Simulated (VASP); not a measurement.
# LiH (Fm-3m) in VASP: further runs

The runs below take LiH through relaxation of cell and atoms, with LDA.

Everything below comes from runs of VASP 6.6.1. Logs are shortened: lines on timing, memory, paths and dates and some standing lists are left out, and cuts for length are marked.

### Step 1. The cell of the first run

The structure is cubic, space group Fm-3m (No. 225). The conventional cell has a = 4.074 Å, b = 4.074 Å, c = 4.074 Å, α = 90.00°, β = 90.00°, γ = 90.00°. Within 2.7 Å of Li (site symmetry m-3m) lie 6 H at 2.04 Å. Within 2.7 Å of H (site symmetry m-3m) lie 6 Li at 2.04 Å.

### Step 2. Relaxation of cell and atoms, LDA, target pressure 10 GPa, at which the enthalpy is minimised

The input, INCAR:

```
PREC = Accurate ; ENCUT = 750
EDIFF = 1E-7 ; ISMEAR = 0
SIGMA = 0.01 ; LREAL = F
LASPH = T ; NELM = 120
ALGO = Normal ; ISIF = 3
LWAVE = F ; LCHARG = F
IBRION = 2 ; NSW = 80
EDIFFG = -0.05 ; PSTRESS = 100.0
GGA_COMPAT = F ; NELMIN = 4
```

The input, KPOINTS:

```
Automatic mesh
0
Gamma
  4 4 4
```

The input, POSCAR:

```
LiH
1.0
    0.0000000000      2.0367500000      2.0367500000
    2.0367500000      0.0000000000      2.0367500000
    2.0367500000      2.0367500000      0.0000000000
Li H
1 1
Direct
    0.0000000000      0.0000000000      0.0000000000
    0.5000000000      0.5000000000      0.5000000000
```

Potentials or basis: VASP PAW LDA potentials, release 64 (Li_sv, H).

Launch:

```console
> cat potpaw_LDA.64/Li_sv/POTCAR potpaw_LDA.64/H/POTCAR > POTCAR
> mpirun -np 1 vasp_std > vasp.out
```

OUTCAR:

```text
PREC = Accurate
   ENCUT = 750
   EDIFF = 1E-7
   ISMEAR = 0
   LREAL = F
   LASPH = T
   NELM = 120
   ISIF = 3
   IBRION = 2
   NSW = 80
   EDIFFG = -0.05
   PSTRESS = 100.0
   NELMIN = 4

 ion  position               nearest neighbor table
   1  0.000  0.000  0.000-
   2  0.500  0.500  0.500-

  LATTYP: Found a face centered cubic cell.
 ALAT       =     4.0735000000

  Lattice vectors:

 A1 = (   0.0000000000,   2.0367500000,   2.0367500000)
 A2 = (   2.0367500000,   0.0000000000,   2.0367500000)
 A3 = (   2.0367500000,   2.0367500000,   0.0000000000)

Analysis of symmetry for initial positions (statically):
=====================================================================
 Subroutine PRICEL returns:
 Original cell was already a primitive cell.

 Routine SETGRP: Setting up the symmetry group for a
 face centered cubic supercell.

 Subroutine GETGRP returns: Found 48 space group operations
 (whereof 48 operations were pure point group operations)
 out of a pool of 48 trial point group operations.

The static configuration has the point symmetry O_h .

Analysis of symmetry for dynamics (positions and initial velocities):
=====================================================================
 Subroutine PRICEL returns:
 Original cell was already a primitive cell.

 Routine SETGRP: Setting up the symmetry group for a
 face centered cubic supercell.

 Subroutine GETGRP returns: Found 48 space group operations
 (whereof 48 operations were pure point group operations)
 out of a pool of 48 trial point group operations.

The dynamic configuration has the point symmetry O_h .

 Subroutine INISYM returns: Found 48 space group operations
 (whereof 48 operations are pure point group operations),
 and found     1 'primitive' translations

----------------------------------------------------------------------------------------

                                     Primitive cell

  volume of cell :      16.8983

  direct lattice vectors                    reciprocal lattice vectors
     0.000000000  2.036750000  2.036750000    -0.245489137  0.245489137  0.245489137
     2.036750000  0.000000000  2.036750000     0.245489137 -0.245489137  0.245489137
     2.036750000  2.036750000  0.000000000     0.245489137  0.245489137 -0.245489137

  length of vectors
     2.880399473  2.880399473  2.880399473     0.425199658  0.425199658  0.425199658

  position of ions in fractional coordinates (direct lattice)
     0.000000000  0.000000000  0.000000000
     0.500000000  0.500000000  0.500000000

  ion indices of the primitive-cell ions
   primitive index   ion index
                 1           1
                 2           2

----------------------------------------------------------------------------------------

 KPOINTS: Automatic mesh

Automatic generation of k-mesh.
 Grid dimensions read from file:
 generate k-points for:    4    4    4

 Generating k-lattice:

  Cartesian coordinates                     Fractional coordinates (reciprocal lattice)
    -0.061372284  0.061372284  0.061372284     0.250000000  0.000000000  0.000000000
     0.061372284 -0.061372284  0.061372284     0.000000000  0.250000000  0.000000000
     0.061372284  0.061372284 -0.061372284     0.000000000  0.000000000  0.250000000

  Length of vectors
     0.106299915  0.106299915  0.106299915

  Shift w.r.t. Gamma in fractional coordinates (k-lattice)
     0.000000000  0.000000000  0.000000000

 Subroutine IBZKPT returns following result:
 ===========================================

 Found      8 irreducible k-points:

 Following reciprocal coordinates:
            Coordinates               Weight
  0.000000  0.000000  0.000000      1.000000
  0.250000  0.000000  0.000000      8.000000
  0.500000  0.000000  0.000000      4.000000
  0.250000  0.250000  0.000000      6.000000
  0.500000  0.250000  0.000000     24.000000
 -0.250000  0.250000  0.000000     12.000000
  0.500000  0.500000  0.000000      3.000000
 -0.250000  0.500000  0.250000      6.000000
   k-points           NKPTS =      8   k-points in BZ     NKDIM =      8   number of bands    NBANDS=      6
   number of dos      NEDOS =    301   number of ions     NIONS =      2
   total plane-waves  NPLWV =  21952
   dimension x,y,z NGX =    28 NGY =   28 NGZ =   28
   dimension x,y,z NGXF=    56 NGYF=   56 NGZF=   56
   ions per type =               1   1
   NGX,Y,Z   is equivalent  to a cutoff of  16.16, 16.16, 16.16 a.u.
   NGXF,Y,Z  is equivalent  to a cutoff of  32.32, 32.32, 32.32 a.u.
 SYSTEM =  unknown system
   PREC   = accura    normal or accurate (medium, high low for compatibility)
   ISTART =      0    job   : 0-new  1-cont  2-samecut
   ICHARG =      2    charge: 1-file 2-atom 10-const
   ISPIN  =      1    spin polarized calculation?
   LNONCOLLINEAR =      F non collinear calculations
   LSORBIT =      F    spin-orbit coupling
   LASPH  =      T    aspherical Exc in radial PAW
[... 6 lines left out ...]
   IBRION =      2    ionic relax: 0-MD 1-quasi-New 2-CG
   NFREE  =      1    steps in history (QN), initial steepest desc. (CG)
   ISIF   =      3    stress and relaxation
   ISYM   =      2    0-nonsym 1-usesym 2-fastsym
   POTIM  = 0.5000    time-step for ionic-motion
   TEBEG  =    0.0;   TEEND  =   0.0 temperature during run
   PSTRESS=  100.0 pullay stress
   NELECT =       4.0000    total number of electrons
   NUPDOWN=      -1.0000    fix difference up-down
   EMIN   =  10.00;   EMAX   =-10.00  energy-range for DOS
   EFERMI =   0.00;   METHOD = LEGACY
   ISMEAR =     0;   SIGMA  =   0.01  broadening in eV -4-tet -1-fermi 0-gaus
   EFERMI_NEDOS =   21; number of points for ismear=-14 and -15
   IALGO  =     38    algorithm
   IMIX   =      4    mixing-type and parameters
     AMIX     =   0.40;   BMIX     =  1.00
     AMIX_MAG =   1.60;   BMIX_MAG =  1.00
  volume/ion in A,a.u.               =       8.45        57.02
  Fermi-wavevector in a.u.,A,eV,Ry     =   1.012699  1.913724 13.953585  1.025560
  Thomas-Fermi vector in A             =   2.145824
   LORBIT       =      0    0 simple, 1 ext, 2 COOP (PROOUT), +10 PAW based schemes
   GGA     = CA    functional components
   LHFCALC =     F    Hartree Fock is set to
   AEXX    =    0.0000 exact exchange contribution
   IVDW    =     0    specifies the selected vdW correction
   LEPSILON=     F    determine dielectric tensor
   LRPA    =     F    only Hartree local field effects (RPA)
 conjugate gradient relaxation of ions
 non-spin polarized calculation
 Gauss-broadening in eV      SIGMA  =   0.01
  energy-cutoff  :      750.00
  volume of cell :       16.90
 maximum number of plane-waves:       817
 NGX is ok and might be reduce to    28
   NGX = 13   NGY = 13   NGZ = 13

--------------------------------------- Ionic step        1  -------------------------------------------

 number of electron       3.9999999 magnetization

 Free energy of the ion-electron system (eV)
  ---------------------------------------------------
  ext. energy  EPLUGINS =         0.00000000
  ---------------------------------------------------
  free energy    TOTEN  =        -6.45265233 eV

  energy without entropy =       -6.45265233  energy(sigma->0) =       -6.45265233

------------------------ aborting loop because EDIFF is reached ----------------------------------------

  FORCE on cell =-STRESS in cart. coord.  units (eV):
  Direction    XX          YY          ZZ          XY          YZ          ZX
  --------------------------------------------------------------------------------------
  -------------------------------------------------------------------------------------
  Total       -0.4058402     -0.4058402     -0.4058402      0.0000000      0.0000000      0.0000000
  in kB      -38.4788880    -38.4788880    -38.4788880      0.0000000      0.0000000      0.0000000
  external PRESSURE =    -138.4788880 kB  Pullay stress =     100.0000000 kB

 VOLUME and BASIS-vectors are now :
 -----------------------------------------------------------------------------
  energy-cutoff  :      750.00
  volume of cell :       16.90
      direct lattice vectors                 reciprocal lattice vectors
     0.000000000  2.036750000  2.036750000    -0.245489137  0.245489137  0.245489137
     2.036750000  0.000000000  2.036750000     0.245489137 -0.245489137  0.245489137
     2.036750000  2.036750000  0.000000000     0.245489137  0.245489137 -0.245489137
[... 84 lines left out ...]
  FREE ENERGIE OF THE ION-ELECTRON SYSTEM (eV)
  ---------------------------------------------------
  free  energy   TOTEN  =        -6.4438669437 eV

  energy  without entropy=       -6.4438669437  energy(sigma->0) =       -6.44386694

  enthalpy is  TOTEN    =        -5.6128588546 eV   P V=        0.8310080891

--------------------------------------- Ionic step        4  -------------------------------------------

 number of electron       3.9999999 magnetization

 Free energy of the ion-electron system (eV)
  ---------------------------------------------------
  ext. energy  EPLUGINS =         0.00000000
  ---------------------------------------------------
  free energy    TOTEN  =        -6.40266315 eV

  energy without entropy =       -6.40266315  energy(sigma->0) =       -6.40266315

 E-fermi :   1.7341     XC(G=0):  -9.6611

 val. band max:        1.6259277641   @ k =   0.5000   0.5000   0.0000
 cond. band min:       3.9138721646   @ k =   0.5000   0.5000   0.0000
 fundamental gap:      2.2879444004
 Fermi energy:         1.7341077487

 k-point     1 :       0.0000    0.0000    0.0000
  band No.  band energies     occupation
      1     -41.8328      2.00000
      2      -4.9280      2.00000
      3      21.3046      0.00000
      4      21.6826      0.00000
      5      21.6826      0.00000
      6      21.6826      0.00000

 k-point     2 :       0.2500    0.0000    0.0000
  band No.  band energies     occupation
      1     -41.7675      2.00000
      2      -3.8217      2.00000
      3      12.4535      0.00000
      4      19.2554      0.00000
      5      20.1424      0.00000
      6      20.1424      0.00000
[... 74 lines left out ...]
 POSITION                                       TOTAL-FORCE (eV/Angst)
 -----------------------------------------------------------------------------------
      1.84307      3.68614      1.84307        -0.000000     -0.000000      0.000000
      1.84307      1.84307      1.84307         0.000000      0.000000     -0.000000
 -----------------------------------------------------------------------------------
    total drift:                                0.000000      0.000000      0.000000

  FREE ENERGIE OF THE ION-ELECTRON SYSTEM (eV)
  ---------------------------------------------------
  free  energy   TOTEN  =        -6.4026631477 eV

  energy  without entropy=       -6.4026631477  energy(sigma->0) =       -6.40266315

  enthalpy is  TOTEN    =        -5.6211373031 eV   P V=        0.7815258446

 reached required accuracy - stopping structural energy minimisation
```

It took 6.8 s on 1 thread of Intel Xeon Platinum 8259CL at 2.50GHz (Skylake/Cascade Lake), shared host; peak memory 0.13 GiB.

Results:

* Free energy: -6.4027 eV
* Relaxed volume: 6.26 Å³/atom
* Relaxed cell: a = 2.606 Å, b = 2.606 Å, c = 2.606 Å, α = 60.00°, β = 60.00°, γ = 60.00°
* Space group after relaxing (to 0.1 Å): Fm-3m (No. 225)
* Energy change on relaxing (the run minimises the enthalpy): +25.0 meV/atom
* Ionic steps: 4
* Pressure after relaxing: 10.5 GPa
* Band gap on the k mesh: 2.29 eV

Step by step:
| step | energy change (eV) | largest force (eV/Å) | pressure (GPa) | volume (Å³) |
| --- | --- | --- | --- | --- |
| 1 | 0.0000 | 0.0000 | -3.85 | 16.90 |
| 2 | -0.0234 | 0.0000 | -0.21 | 15.17 |
| 3 | 0.0088 | 0.0000 | 6.36 | 13.31 |
| 4 | 0.0500 | 0.0000 | 10.47 | 12.52 |

Final structure:
```
CELL_PARAMETERS angstrom
0.00000 1.84307 1.84307
1.84307 0.00000 1.84307
1.84307 1.84307 0.00000
ATOMIC_POSITIONS crystal
Li 0.00000 0.00000 0.00000
H 0.50000 0.50000 0.50000
```

Caveat: the k points lie up to 0.74 Å⁻¹ apart in the final cell; the cell is relaxed towards a set pressure, so the run minimises the enthalpy, not the energy; the volume moved by over 15 % at a fixed basis, so the end points are rough. LDA usually gives volumes a few per cent too small.

[end of part 1 of 2]
